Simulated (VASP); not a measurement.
# Pd (Fm-3m) in VASP: further runs

Pd is run at these levels: PBEsol; tasks: single point, relaxation of cell and atoms.

All numbers are computed with VASP 6.6.1; they aren't measurements. Logs are shortened: lines on timing, memory, paths and dates and some standing lists are left out, and cuts for length are marked.

**1. The cell of the first run**

It takes space group Fm-3m (No. 225, cubic). Conventional cell: a = 3.877 Å, b = 3.877 Å, c = 3.877 Å, α = 90.00°, β = 90.00°, γ = 90.00°. Pd (site symmetry m-3m) has 12 Pd at 2.74 Å within 3.6 Å.

**2. Single point, PBEsol**

Input file INCAR:

```
ALGO = Normal ; EDIFF = 1E-6
ENCUT = 500 ; GGA = PS
GGA_COMPAT = F ; ISIF = 2
ISMEAR = 1 ; LASPH = T
LCHARG = F ; LREAL = F
LWAVE = F ; NBANDS = 11
NELM = 120 ; PREC = Accurate
SIGMA = 0.05
```

Input file KPOINTS:

```
k-points
0
Gamma
  11 11 11
```

Input file POSCAR:

```
Pd
1.0
    0.0000000000      1.9387159354      1.9387159354
    1.9387159354      0.0000000000      1.9387159354
    1.9387159354      1.9387159354      0.0000000000
Pd
1
Direct
    0.0000000000      0.0000000000      0.0000000000
```

Potentials or basis: VASP PAW PBE potentials, release 64 (Pd).

Started as:

```sh
$ cat potpaw_PBE.64/Pd/POTCAR > POTCAR
$ mpirun -np 1 vasp_std > vasp.out
```

OUTCAR:

```text
EDIFF = 1E-6
   ENCUT = 500
   GGA = PS
   ISIF = 2
   ISMEAR = 1
   LASPH = T
   LREAL = F
   NELM = 120
   PREC = Accurate

 ion  position               nearest neighbor table
   1  0.000  0.000  0.000-

  LATTYP: Found a face centered cubic cell.
 ALAT       =     3.8774318708

  Lattice vectors:

 A1 = (   0.0000000000,   1.9387159354,   1.9387159354)
 A2 = (   1.9387159354,   0.0000000000,   1.9387159354)
 A3 = (   1.9387159354,   1.9387159354,   0.0000000000)

Analysis of symmetry for initial positions (statically):
=====================================================================
 Subroutine PRICEL returns:
 Original cell was already a primitive cell.

 Routine SETGRP: Setting up the symmetry group for a
 face centered cubic supercell.

 Subroutine GETGRP returns: Found 48 space group operations
 (whereof 48 operations were pure point group operations)
 out of a pool of 48 trial point group operations.

The static configuration has the point symmetry O_h .

Analysis of symmetry for dynamics (positions and initial velocities):
=====================================================================
 Subroutine PRICEL returns:
 Original cell was already a primitive cell.

 Routine SETGRP: Setting up the symmetry group for a
 face centered cubic supercell.

 Subroutine GETGRP returns: Found 48 space group operations
 (whereof 48 operations were pure point group operations)
 out of a pool of 48 trial point group operations.

The dynamic configuration has the point symmetry O_h .

 Subroutine INISYM returns: Found 48 space group operations
 (whereof 48 operations are pure point group operations),
 and found     1 'primitive' translations

----------------------------------------------------------------------------------------

                                     Primitive cell

  volume of cell :      14.5738

  direct lattice vectors                    reciprocal lattice vectors
     0.000000000  1.938715935  1.938715935    -0.257902662  0.257902662  0.257902662
     1.938715935  0.000000000  1.938715935     0.257902662 -0.257902662  0.257902662
     1.938715935  1.938715935  0.000000000     0.257902662  0.257902662 -0.257902662

  length of vectors
     2.741758369  2.741758369  2.741758369     0.446700513  0.446700513  0.446700513

  position of ions in fractional coordinates (direct lattice)
     0.000000000  0.000000000  0.000000000

  ion indices of the primitive-cell ions
   primitive index   ion index
                 1           1

[... 72 lines left out ...]
   LREAL  =      F    real-space projection
   EDIFFG = 0.1E-04   stopping-criterion for IOM
   NSW    =      0    number of steps for IOM
   IBRION =     -1    ionic relax: 0-MD 1-quasi-New 2-CG
   NFREE  =      0    steps in history (QN), initial steepest desc. (CG)
   ISIF   =      2    stress and relaxation
   ISYM   =      2    0-nonsym 1-usesym 2-fastsym
   POTIM  = 0.5000    time-step for ionic-motion
   TEBEG  =    0.0;   TEEND  =   0.0 temperature during run
   PSTRESS=    0.0 pullay stress
   NELECT =      10.0000    total number of electrons
   NUPDOWN=      -1.0000    fix difference up-down
   EMIN   =  10.00;   EMAX   =-10.00  energy-range for DOS
   EFERMI =   0.00;   METHOD = LEGACY
   ISMEAR =     1;   SIGMA  =   0.05  broadening in eV -4-tet -1-fermi 0-gaus
   EFERMI_NEDOS =   21; number of points for ismear=-14 and -15
   IALGO  =     38    algorithm
   IMIX   =      4    mixing-type and parameters
     AMIX     =   0.40;   BMIX     =  1.00
     AMIX_MAG =   1.60;   BMIX_MAG =  1.00
  volume/ion in A,a.u.               =      14.57        98.35
  Fermi-wavevector in a.u.,A,eV,Ry     =   1.443945  2.728660 28.367837  2.084977
  Thomas-Fermi vector in A             =   2.562296
   LORBIT       =      0    0 simple, 1 ext, 2 COOP (PROOUT), +10 PAW based schemes
   GGA     = PS    functional components
   LHFCALC =     F    Hartree Fock is set to
   AEXX    =    0.0000 exact exchange contribution
   IVDW    =     0    specifies the selected vdW correction
   LEPSILON=     F    determine dielectric tensor
   LRPA    =     F    only Hartree local field effects (RPA)
 non-spin polarized calculation
 Methfessel and Paxton  Order N= 1 SIGMA  =   0.05
  energy-cutoff  :      500.00
  volume of cell :       14.57
 maximum number of plane-waves:       378
   NGX =  9   NGY =  9   NGZ =  9

 number of electron      10.0000002 magnetization

 Free energy of the ion-electron system (eV)
  ---------------------------------------------------
  ext. energy  EPLUGINS =         0.00000000
  ---------------------------------------------------
  free energy    TOTEN  =        -5.94448394 eV

  energy without entropy =       -5.94494369  energy(sigma->0) =       -5.94463719

 E-fermi :   9.8554     XC(G=0): -13.4523

 val. band max:        9.8448870711   @ k =  -0.4545   0.3636   0.0909
 cond. band min:       9.8760853092   @ k =   0.4545   0.1818   0.0000
 fundamental gap:      0.0311982381
 Fermi energy:         9.8554388639

 k-point     1 :       0.0000    0.0000    0.0000
  band No.  band energies     occupation
      1       2.4908      2.00000
      2       6.9329      2.00000
      3       6.9329      2.00000
      4       6.9329      2.00000
      5       8.5959      2.00000
      6       8.5959      2.00000
      7      26.9575      0.00000
      8      31.7935      0.00000
      9      31.7935      0.00000
     10      31.7935      0.00000
     11      35.9299      0.00000
[... 309 lines left out ...]
 k-point    24 :      -0.1818    0.1818    0.0000
  band No.  band energies     occupation
      1       5.0024      2.00000
      2       6.2249      2.00000
      3       7.1330      2.00000
      4       7.8650      2.00000
      5       7.9193      2.00000
      6       9.9978     -0.00043
      7      24.9241      0.00000
      8      25.9102      0.00000
      9      31.0318      0.00000
     10      32.3960      0.00000
     11      35.0081      0.00000

 [... further k-points ...]
[... 5 lines left out ...]
  --------------------------------------------------------------------------------------
  -------------------------------------------------------------------------------------
  Total       -0.0207340     -0.0207340     -0.0207340      0.0000000      0.0000000     -0.0000000
  in kB       -2.2794059     -2.2794059     -2.2794059      0.0000000      0.0000000     -0.0000000
  external PRESSURE =      -2.2794059 kB  Pullay stress =       0.0000000 kB

 VOLUME and BASIS-vectors are now :
 -----------------------------------------------------------------------------
  energy-cutoff  :      500.00
  volume of cell :       14.57
      direct lattice vectors                 reciprocal lattice vectors
     0.000000000  1.938715935  1.938715935    -0.257902662  0.257902662  0.257902662
     1.938715935  0.000000000  1.938715935     0.257902662 -0.257902662  0.257902662
     1.938715935  1.938715935  0.000000000     0.257902662  0.257902662 -0.257902662

 POSITION                                       TOTAL-FORCE (eV/Angst)
 -----------------------------------------------------------------------------------
      0.00000      0.00000      0.00000         0.000000      0.000000      0.000000
 -----------------------------------------------------------------------------------
    total drift:                                0.000000     -0.000000     -0.000000

  FREE ENERGIE OF THE ION-ELECTRON SYSTEM (eV)
  ---------------------------------------------------
  free  energy   TOTEN  =        -5.9444839400 eV

  energy  without entropy=       -5.9449436914  energy(sigma->0) =       -5.94463719
```

stdout:

```text
POSCAR found type information on POSCAR Pd
 POSCAR found :  1 types and       1 ions
 scaLAPACK will be used
 -----------------------------------------------------------------------------
|                                                                             |
|                                                                             |
|     You enforced a specific xc type in the INCAR file but a different       |
|     I HOPE YOU KNOW WHAT YOU ARE DOING!                                     |
|                                                                             |
 -----------------------------------------------------------------------------

 LDA part: xc-table for (Slater+PW92), standard interpolation
 POSCAR, INCAR and KPOINTS ok, starting setup
 FFT: planning ... GRIDC
 FFT: planning ... GRID_SOFT
 FFT: planning ... GRID
 WAVECAR not read
 entering main loop
```

It took 7.3 s on 1 thread of Intel Xeon Platinum 8259CL at 2.50GHz (Skylake/Cascade Lake), shared host; peak memory 0.13 GiB.

What came out:

| Property | Result |
| --- | --- |
| Free energy | -5.9445 eV |
| Pressure | -0.2 GPa |
| Band gap on the k mesh | zero (bands 5 and 6 overlap by 1.54 eV) |

Caveat: the PAW data sets were made with another functional, which shifts forces and pressure a little.

**3. Relaxation of cell and atoms, PBEsol**

This run uses another cell than the first one, of 14.75 Å³/atom.

Input file INCAR:

```
SYSTEM = Pd
PREC = Accurate
ENCUT = 500
EDIFF = 1E-7
ISMEAR = 1
SIGMA = 0.05
LREAL = .False.
LASPH = .True.
NELM = 120
ALGO = Normal
ISIF = 3
LWAVE = .False.
LCHARG = .False.
GGA = PS
IBRION = 2
NSW = 50
EDIFFG = -0.02
GGA_COMPAT = .False.
NELMIN = 4
```

Input file KPOINTS:

```
Automatic mesh
0
Gamma
  11 11 11
  0 0 0
```

Input file POSCAR:

```
Pd
1.0
    0.0000000000      1.9465000000      1.9465000000
    1.9465000000      0.0000000000      1.9465000000
    1.9465000000      1.9465000000      0.0000000000
Pd
1
Direct
    0.0000000000      0.0000000000      0.0000000000
```

Potentials or basis: VASP PAW PBE potentials, release 64 (Pd).

Started as:

```sh
$ cat potpaw_PBE.64/Pd/POTCAR > POTCAR
$ mpirun -np 1 vasp_std > vasp.out
```

OUTCAR:

```text
SYSTEM = Pd
   PREC = Accurate
   ENCUT = 500
   EDIFF = 1E-7
   ISMEAR = 1
   LREAL = .False.
   LASPH = .True.
   NELM = 120
   ISIF = 3
   GGA = PS
   IBRION = 2
   NSW = 50
   EDIFFG = -0.02
   NELMIN = 4

 ion  position               nearest neighbor table
   1  0.000  0.000  0.000-

  LATTYP: Found a face centered cubic cell.
 ALAT       =     3.8930000000

  Lattice vectors:

 A1 = (   0.0000000000,   1.9465000000,   1.9465000000)
 A2 = (   1.9465000000,   0.0000000000,   1.9465000000)
 A3 = (   1.9465000000,   1.9465000000,   0.0000000000)

Analysis of symmetry for initial positions (statically):
=====================================================================
 Subroutine PRICEL returns:
 Original cell was already a primitive cell.

 Routine SETGRP: Setting up the symmetry group for a
[... 212 lines left out ...]

 k-point     1 :       0.0000    0.0000    0.0000
  band No.  band energies     occupation
      1       2.7050      2.00000
      2       7.2215      2.00000
      3       7.2215      2.00000
      4       7.2215      2.00000
      5       8.9474      2.00000
      6       8.9474      2.00000
      7      27.3572      0.00000
      8      32.3241      0.00000
      9      32.3241      0.00000
[... 310 lines left out ...]
--------------------------------------- Ionic step        3  -------------------------------------------

 number of electron      10.0000002 magnetization

 Free energy of the ion-electron system (eV)
  ---------------------------------------------------
  ext. energy  EPLUGINS =         0.00000000
  ---------------------------------------------------
  free energy    TOTEN  =        -5.94457244 eV

  energy without entropy =       -5.94503218  energy(sigma->0) =       -5.94472569

 E-fermi :   9.8754     XC(G=0): -13.4594

 val. band max:        9.8648164847   @ k =  -0.4545   0.3636   0.0909
 cond. band min:       9.8961198503   @ k =   0.4545   0.1818   0.0000
 fundamental gap:      0.0313033656
 Fermi energy:         9.8754016840

 k-point     1 :       0.0000    0.0000    0.0000
  band No.  band energies     occupation
      1       2.5014      2.00000
      2       6.9473      2.00000
      3       6.9473      2.00000
      4       6.9473      2.00000
      5       8.6135      2.00000
      6       8.6135      2.00000
      7      26.9777      0.00000
      8      31.8202      0.00000
      9      31.8202      0.00000
[... 304 lines left out ...]
  FREE ENERGIE OF THE ION-ELECTRON SYSTEM (eV)
  ---------------------------------------------------
  free  energy   TOTEN  =        -5.9445724443 eV

  energy  without entropy=       -5.9450321763  energy(sigma->0) =       -5.94472569

 reached required accuracy - stopping structural energy minimisation
```

OSZICAR:

```text
N       E                     dE             d eps       ncg     rms          rms(c)
DAV:   1     0.366480347250E+02    0.36648E+02   -0.51319E+03  1009   0.101E+03
DAV:   2    -0.593549032135E+01   -0.42584E+02   -0.41632E+02  1081   0.191E+02
[... 20 lines left out ...]
DAV:   1    -0.600058373677E+01   -0.60394E-01   -0.11516E+00  1022   0.123E+01    0.160E+00
DAV:   2    -0.594499380291E+01    0.55590E-01   -0.27477E-01  1016   0.481E+00    0.447E-01
DAV:   3    -0.594455741154E+01    0.43639E-03   -0.20442E-03  1171   0.353E-01    0.263E-01
DAV:   4    -0.594456591386E+01   -0.85023E-05   -0.59784E-04  1126   0.198E-01    0.128E-02
DAV:   5    -0.594457168178E+01   -0.57679E-05   -0.58850E-06  1217   0.178E-02    0.813E-03
DAV:   6    -0.594457243498E+01   -0.75321E-06   -0.31266E-07  1177   0.571E-03    0.362E-04
DAV:   7    -0.594457244428E+01   -0.92973E-08   -0.29364E-09   544   0.632E-04
   3 F= -.59445724E+01 E0= -.59447257E+01  d E =-.159570E-02
```

Run time: 14 s. Hardware: 1 thread of Intel Xeon Platinum 8259CL at 2.50GHz (Skylake/Cascade Lake), shared host; peak memory 0.13 GiB.

Results:

```yaml
Free_energy: -5.9446 eV
Relaxed_volume: 14.56 Å³/atom
Relaxed_cell: a = 2.741 Å, b = 2.741 Å, c = 2.741 Å, α = 60.00°, β = 60.00°, γ = 60.00°
Space_group_after_relaxing_to_0.1_Å: Fm-3m (No. 225)
Energy_gained_by_relaxing: 1.6 meV/atom
Ionic_steps: 3
Pressure_after_relaxing: 0.0 GPa
Band_gap_on_the_k_mesh: zero (bands 5 and 6 overlap by 1.55 eV)
```

The path:
```csv
step,energy change (eV),largest force (eV/Å),pressure (GPa),volume (Å³)
1,0.0000,0.0000,-2.59,14.75
2,0.0028,0.0000,4.65,14.25
3,-0.0016,0.0000,-0.01,14.56
```

Final structure:
```cif
data_structure
_symmetry_space_group_name_H-M 'P 1'
_symmetry_Int_Tables_number 1
_cell_length_a 2.7407
_cell_length_b 2.7407
_cell_length_c 2.7407
_cell_angle_alpha 60.000
_cell_angle_beta 60.000
_cell_angle_gamma 60.000
_cell_volume 14.56
loop_
_atom_site_label
_atom_site_type_symbol
_atom_site_fract_x
_atom_site_fract_y
_atom_site_fract_z
_atom_site_occupancy
Pd1 Pd 0.00000 0.00000 0.00000 1
```

Caveat: the PAW data sets were made with another functional, which shifts forces and pressure a little.

The gap in the log of VASP goes by the Fermi energy; the results here count the filled bands.